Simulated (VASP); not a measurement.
# SiMo3 in VASP: relaxation of cell and atoms with PBE

Aim: the relaxation of cell and atoms of SiMo3 with PBE.

Everything below comes from runs of VASP 6.6.1. Logs are shortened: lines on timing, memory, paths and dates and some standing lists are left out, and cuts for length are marked.

## (1) The cell of the first run

The cell holds an amorphous packing of atoms, 12 atoms: a = 6.060 Å, b = 6.134 Å, c = 5.599 Å, α = 87.62°, β = 81.32°, γ = 88.86°.

## (2) Relaxation of cell and atoms, PBE

INCAR reads:

```
SYSTEM = SiMo3
ALGO = Normal
EDIFF = 1E-6
EDIFFG = -0.04
ENCUT = 600
GGA = PE
IBRION = 2
ISIF = 3
ISMEAR = 0
ISYM = 0
LASPH = .TRUE.
LCHARG = .FALSE.
LREAL = .FALSE.
LWAVE = .FALSE.
NELM = 100
NSW = 90
PREC = Accurate
SIGMA = 0.1
```

KPOINTS reads:

```
Automatic mesh
0
Gamma
  2 2 3
  0.5 0.5 0
```

POSCAR reads:

```
SiMo3
1.0
    6.0434100000      0.0565390000      0.4400520000
    0.0565390000      6.1322050000      0.1194590000
    0.4400520000      0.1194590000      5.5803550000
Si Mo
3 9
Direct
    0.5599376743      0.3192277603      0.6965747606
    0.0724865304      0.8568107753      0.6579514475
    0.1192437067      0.8141452462      0.2477709561
    0.2092006623      0.1491444536      0.9413033553
    0.4224014501      0.9985124432      0.4245413269
    0.2074169822      0.4700706881      0.5168209936
    0.5466574337      0.3875022817      0.1586771520
    0.9450947708      0.5602765040      0.9787256999
    0.3972884484      0.7163804310      0.8747677212
    0.8882559270      0.1489229188      0.4099388959
    0.7457869455      0.0078440337      0.9401940707
    0.7629582146      0.6574511240      0.4887917313
```

Potentials or basis: VASP PAW PBE potentials, release 64 (Si, Mo_sv).

Started as:

```
$ cat potpaw_PBE.64/Si/POTCAR potpaw_PBE.64/Mo_sv/POTCAR > POTCAR
$ mpirun -np 1 vasp_std > vasp.out
```

OUTCAR:

```text
SYSTEM = SiMo3
   EDIFF = 1E-6
   EDIFFG = -0.04
   ENCUT = 600
   GGA = PE
   IBRION = 2
   ISIF = 3
   ISMEAR = 0
   ISYM = 0
   LASPH = .TRUE.
   LREAL = .FALSE.
   NELM = 100
   NSW = 90
   PREC = Accurate

 ion  position               nearest neighbor table
   1  0.560  0.319  0.697-   4 2.56  12 2.58  10 2.59   7 2.63   6 2.63  11 2.63   5 2.75   9 2.78
                             7 3.04
   2  0.072  0.857  0.658-   3 2.30   5 2.47  11 2.53   8 2.55  10 2.56  12 2.58   9 2.58   6 2.61
                             4 2.67
   3  0.119  0.814  0.248-   2 2.30   5 2.52  12 2.55   8 2.56   9 2.56  10 2.58   4 2.63   6 2.63
                            11 3.22
   4  0.209  0.149  0.941-   1 2.56   3 2.63   2 2.67   9 2.88  11 2.96   8 2.96   7 2.97  10 3.02
                             6 3.02   5 3.15   5 3.26  11 3.35
   5  0.422  0.999  0.425-   2 2.47   3 2.52   1 2.75   7 2.81  12 2.96  10 2.98   9 2.98  11 3.10
                             4 3.15   6 3.18   4 3.26  10 3.36
   6  0.207  0.470  0.517-   2 2.61   1 2.63   3 2.63   7 2.70   8 2.89  10 2.93  12 2.93   9 2.94
                             4 3.02   5 3.18
   7  0.547  0.388  0.159-   1 2.63   8 2.69   6 2.70   9 2.74   5 2.81  11 2.84   4 2.97  12 2.99
                            10 3.00   1 3.04
   8  0.945  0.560  0.979-   2 2.55   3 2.56   7 2.69   9 2.89   6 2.89   4 2.96  12 2.98  11 2.99
                            12 3.14  10 3.40
   9  0.397  0.716  0.875-   3 2.56   2 2.58   7 2.74   1 2.78  11 2.87  12 2.88   4 2.88   8 2.89
                             6 2.94   5 2.98
  10  0.888  0.149  0.410-   2 2.56   3 2.58   1 2.59   6 2.93   5 2.98   7 3.00   4 3.02  11 3.05
                            11 3.06  12 3.12  12 3.23   5 3.36   8 3.40
  11  0.746  0.008  0.940-   2 2.53   1 2.63   7 2.84   9 2.87   4 2.96   8 2.99  10 3.05  10 3.06
                             5 3.10   3 3.22   4 3.35  12 3.37
  12  0.763  0.657  0.489-   3 2.55   2 2.58   1 2.58   9 2.88   6 2.93   5 2.96   8 2.98   7 2.99
                            10 3.12   8 3.14  10 3.23  11 3.37

IMPORTANT INFORMATION: All symmetrisations will be switched off!
NOSYMM: (Re-)initialisation of all symmetry stuff for point group C_1.

----------------------------------------------------------------------------------------

                                     Primitive cell

  volume of cell :     205.5192

  direct lattice vectors                    reciprocal lattice vectors
     6.043410000  0.056539000  0.440052000     0.166435143 -0.001279392 -0.013097246
     0.056539000  6.132205000  0.119459000    -0.001279392  0.163151347 -0.003391701
     0.440052000  0.119459000  5.580355000    -0.013097246 -0.003391701  0.180305489

  length of vectors
     6.059673824  6.133629046  5.598953308     0.166954579  0.163191613  0.180812364

  position of ions in fractional coordinates (direct lattice)
     0.559937674  0.319227760  0.696574761
     0.072486530  0.856810775  0.657951447
     0.119243707  0.814145246  0.247770956
     0.209200662  0.149144454  0.941303355
     0.422401450  0.998512443  0.424541327
     0.207416982  0.470070688  0.516820994
     0.546657434  0.387502282  0.158677152
     0.945094771  0.560276504  0.978725700
     0.397288448  0.716380431  0.874767721
     0.888255927  0.148922919  0.409938896
     0.745786946  0.007844034  0.940194071
     0.762958215  0.657451124  0.488791731

  ion indices of the primitive-cell ions
   primitive index   ion index
                 1           1
                 2           2
                 3           3
                 4           4
                 5           5
                 6           6
                 7           7
                 8           8
                 9           9
                10          10
                11          11
                12          12

----------------------------------------------------------------------------------------

 KPOINTS: Automatic mesh

Automatic generation of k-mesh.
 Grid dimensions read from file:
 generate k-points for:    2    2    3

 Generating k-lattice:

  Cartesian coordinates                     Fractional coordinates (reciprocal lattice)
     0.083217571 -0.000639696 -0.006548623     0.500000000  0.000000000  0.000000000
    -0.000639696  0.081575673 -0.001695851     0.000000000  0.500000000  0.000000000
    -0.004365749 -0.001130567  0.060101830     0.000000000  0.000000000  0.333333333

  Length of vectors
     0.083477289  0.081595806  0.060270788

  Shift w.r.t. Gamma in fractional coordinates (k-lattice)
     0.500000000  0.500000000  0.000000000

 Subroutine IBZKPT returns following result:
 ===========================================

 Found      6 irreducible k-points:

 Following reciprocal coordinates:
            Coordinates               Weight
  0.250000  0.250000  0.000000      2.000000
 -0.250000  0.250000  0.000000      2.000000
  0.250000  0.250000  0.333333      2.000000
 -0.250000  0.250000  0.333333      2.000000
  0.250000 -0.250000  0.333333      2.000000
 -0.250000 -0.250000  0.333333      2.000000
   k-points           NKPTS =      6   k-points in BZ     NKDIM =      6   number of bands    NBANDS=     82
   number of dos      NEDOS =    301   number of ions     NIONS =     12
   total plane-waves  NPLWV = 115200
   dimension x,y,z NGX =    48 NGY =   50 NGZ =   48
   dimension x,y,z NGXF=    96 NGYF=  100 NGZF=   96
   ions per type =               3   9
   NGX,Y,Z   is equivalent  to a cutoff of  13.17, 13.55, 14.25 a.u.
   NGXF,Y,Z  is equivalent  to a cutoff of  26.34, 27.10, 28.50 a.u.
 SYSTEM =  SiMo3
   PREC   = accura    normal or accurate (medium, high low for compatibility)
   ISTART =      0    job   : 0-new  1-cont  2-samecut
   ICHARG =      2    charge: 1-file 2-atom 10-const
   ISPIN  =      1    spin polarized calculation?
   LNONCOLLINEAR =      F non collinear calculations
   LSORBIT =      F    spin-orbit coupling
   LASPH  =      T    aspherical Exc in radial PAW
   ENCUT  =  600.0 eV  44.10 Ry    6.64 a.u.  12.10 12.25 11.18*2*pi/ulx,y,z
   NELM   =    100;   NELMIN=  2; NELMDL= -5     # of ELM steps
   EDIFF  = 0.1E-05   stopping-criterion for ELM
   LREAL  =      F    real-space projection
   EDIFFG = -.4E-01   stopping-criterion for IOM
   NSW    =     90    number of steps for IOM
   IBRION =      2    ionic relax: 0-MD 1-quasi-New 2-CG
   NFREE  =      1    steps in history (QN), initial steepest desc. (CG)
   ISIF   =      3    stress and relaxation
   ISYM   =      0    0-nonsym 1-usesym 2-fastsym
   POTIM  = 0.5000    time-step for ionic-motion
   TEBEG  =    0.0;   TEEND  =   0.0 temperature during run
   PSTRESS=    0.0 pullay stress
   NELECT =     138.0000    total number of electrons
   NUPDOWN=      -1.0000    fix difference up-down
   EMIN   =  10.00;   EMAX   =-10.00  energy-range for DOS
   EFERMI =   0.00;   METHOD = LEGACY
   ISMEAR =     0;   SIGMA  =   0.10  broadening in eV -4-tet -1-fermi 0-gaus
   EFERMI_NEDOS =   21; number of points for ismear=-14 and -15
   IALGO  =     38    algorithm
   IMIX   =      4    mixing-type and parameters
     AMIX     =   0.40;   BMIX     =  1.00
     AMIX_MAG =   1.60;   BMIX_MAG =  1.00
  volume/ion in A,a.u.               =      17.13       115.58
  Fermi-wavevector in a.u.,A,eV,Ry     =   1.433564  2.709043 27.961411  2.055106
  Thomas-Fermi vector in A             =   2.553068
   LORBIT       =      0    0 simple, 1 ext, 2 COOP (PROOUT), +10 PAW based schemes
   GGA     = PE    functional components
   LHFCALC =     F    Hartree Fock is set to
   AEXX    =    0.0000 exact exchange contribution
   IVDW    =     0    specifies the selected vdW correction
   LEPSILON=     F    determine dielectric tensor
   LRPA    =     F    only Hartree local field effects (RPA)
 conjugate gradient relaxation of ions
 non-spin polarized calculation
 Gauss-broadening in eV      SIGMA  =   0.10
  energy-cutoff  :      600.00
  volume of cell :      205.52
 maximum number of plane-waves:      6878
   NGX = 25   NGY = 25   NGZ = 23

--------------------------------------- Ionic step        1  -------------------------------------------

 number of electron     137.9999996 magnetization

 Free energy of the ion-electron system (eV)
  ---------------------------------------------------
  ext. energy  EPLUGINS =         0.00000000
  ---------------------------------------------------
  free energy    TOTEN  =      -111.39484821 eV

  energy without entropy =     -111.33538123  energy(sigma->0) =     -111.36511472

------------------------ aborting loop because EDIFF is reached ----------------------------------------

  FORCE on cell =-STRESS in cart. coord.  units (eV):
  Direction    XX          YY          ZZ          XY          YZ          ZX
  --------------------------------------------------------------------------------------
  -------------------------------------------------------------------------------------
  Total      -17.8528148    -24.1215886    -17.6123529      1.3382765     -1.1464516     -7.0940592
  in kB     -139.1761989   -188.0460331   -137.3016163     10.4328780     -8.9374573    -55.3035587
  external PRESSURE =    -154.8412828 kB  Pullay stress =       0.0000000 kB
[... 119 lines left out ...]
  FREE ENERGIE OF THE ION-ELECTRON SYSTEM (eV)
  ---------------------------------------------------
  free  energy   TOTEN  =      -112.8440158193 eV

  energy  without entropy=     -112.7999300809  energy(sigma->0) =     -112.82197295

[... ionic steps 4 to 26 ...]

--------------------------------------- Ionic step       27  -------------------------------------------

 number of electron     138.0000002 magnetization

------------------------ aborting loop because EDIFF is reached ----------------------------------------
[... 87 lines left out ...]
--------------------------------------- Ionic step       29  -------------------------------------------

 number of electron     138.0000002 magnetization

 Free energy of the ion-electron system (eV)
  ---------------------------------------------------
  ext. energy  EPLUGINS =         0.00000000
  ---------------------------------------------------
  free energy    TOTEN  =      -116.14235400 eV

  energy without entropy =     -116.12691734  energy(sigma->0) =     -116.13463567

 E-fermi :  11.8313     XC(G=0): -12.8809

 val. band max:       11.7094266569   @ k =   0.2500  -0.2500   0.3333
 cond. band min:      11.9349235153   @ k =  -0.2500   0.2500   0.0000
 fundamental gap:      0.2254968583
 Fermi energy:        11.8312967267

 k-point     1 :       0.2500    0.2500    0.0000
  band No.  band energies     occupation
      1     -49.1853      2.00000
      2     -49.1308      2.00000
      3     -49.1046      2.00000
      4     -49.0934      2.00000
      5     -49.0858      2.00000
      6     -49.0523      2.00000
[... 493 lines left out ...]
     80      13.9701      0.00000
     81      14.0284      0.00000
 [bands above 81 left out]

------------------------ aborting loop because EDIFF is reached ----------------------------------------

  FORCE on cell =-STRESS in cart. coord.  units (eV):
  Direction    XX          YY          ZZ          XY          YZ          ZX
  --------------------------------------------------------------------------------------
  -------------------------------------------------------------------------------------
  Total       -0.0717969     -0.0497478     -0.1246037     -0.0328778      0.0015521      0.0222765
  in kB       -0.6298865     -0.4364466     -1.0931706     -0.2884424      0.0136171      0.1954360
  external PRESSURE =      -0.7198346 kB  Pullay stress =       0.0000000 kB
[... 27 lines left out ...]
  FREE ENERGIE OF THE ION-ELECTRON SYSTEM (eV)
  ---------------------------------------------------
  free  energy   TOTEN  =      -116.1423539953 eV

  energy  without entropy=     -116.1269173374  energy(sigma->0) =     -116.13463567

 reached required accuracy - stopping structural energy minimisation
```

Run time: 39 min. Hardware: 1 thread of AMD EPYC 9R14 (Zen 4), shared host; peak memory 0.37 GiB.

Results:

- Free energy: -116.1424 eV
- Relaxed volume: 15.22 Å³/atom
- Relaxed cell: a = 6.008 Å, b = 6.007 Å, c = 5.061 Å, α = 90.00°, β = 90.01°, γ = 89.99°
- Space group after relaxing (to 0.05 Å): P422 (No. 89)
- Energy gained by relaxing: 395.6 meV/atom
- Ionic steps: 29
- Pressure after relaxing: -0.1 GPa
- Largest force after relaxing: 0.032 eV/Å
- Band gap on the k mesh: 0.23 eV, indirect (least direct gap 0.31 eV)

Forces on the atoms (eV/Å):
```
Si  -0.001  0.000 -0.004
Si   0.000  0.012 -0.004
Si  -0.004 -0.013  0.000
Mo  -0.011  0.002  0.015
Mo   0.002 -0.009  0.010
Mo   0.011 -0.007  0.011
Mo  -0.004 -0.004 -0.001
Mo   0.011  0.017 -0.025
Mo   0.005  0.002  0.000
Mo   0.004  0.004 -0.006
Mo  -0.010  0.007  0.016
Mo  -0.002 -0.011 -0.011
```

The path:
```
step  energy change (eV)  largest force (eV/Å)  pressure (GPa)  volume (Å³)
   1              0.0000                1.8413          -15.48       205.52
   2              1.3968                3.6551           47.69       159.91
   3             -1.4492                2.4678            3.60       184.69
   4             -1.4528                2.5012            4.65       183.83
   5             -2.5507                2.0267            4.00       182.55
   6             -2.6530                1.9848            4.89       181.80
   7             -3.0869                0.8846           -9.53       193.22
   8             -3.1273                1.1121           -6.63       190.52
   9             -3.6441                0.9719           -1.26       185.03
  10             -3.6644                1.0876            0.22       183.82
  11             -3.8921                0.9890            0.80       182.90
  12             -4.0285                1.3027            2.49       181.37
  13             -4.1954                1.2601           -0.39       183.42
  14             -4.2859                1.1426           -3.72       186.07
  15             -4.4959                0.8612           -0.78       183.50
  16             -4.5610                0.6427            2.22       181.18
  17             -4.6504                0.4538           -0.33       182.99
  18             -4.6618                0.4432           -1.50       183.88
  19             -4.7001                0.3488            0.43       182.30
  20             -4.7045                0.3231            1.38       181.57
  21             -4.7284                0.3183           -0.12       182.67
  22             -4.7298                0.3288           -0.57       183.01
  23             -4.7405                0.2116            0.15       182.44
  24             -4.7422                0.1568            0.58       182.12
  25             -4.7454                0.0799           -0.47       182.93
  26             -4.7455                0.0808           -0.32       182.81
  27             -4.7471                0.0460            0.05       182.53
  28             -4.7471                0.0408            0.10       182.48
  29             -4.7475                0.0323           -0.07       182.62
```

Final structure:
```xyz
12
Lattice="6.0075 0.0000 -0.0252 0.0013 6.0067 -0.0079 0.0204 0.0070 5.0607" Properties=species:S:1:pos:R:3 pbc="T T T"
Si    3.4574    2.0511    3.4986
Si    0.4548    5.0508    3.5076
Si    0.4438    5.0522    0.9767
Mo    1.3951    1.0844    4.7409
Mo    2.4851    5.9888    2.2604
Mo    1.3833    3.0158    2.2681
Mo    3.4477    2.0470    0.9683
Mo    5.5301    3.0175    4.7282
Mo    2.4956    4.1197    4.7357
Mo    5.5200    1.0812    2.2570
Mo    4.4311    5.9901    4.7227
Mo    4.4193    4.1177    2.2577
```

Caveat: the k points lie up to 0.52 Å⁻¹ apart in the final cell.
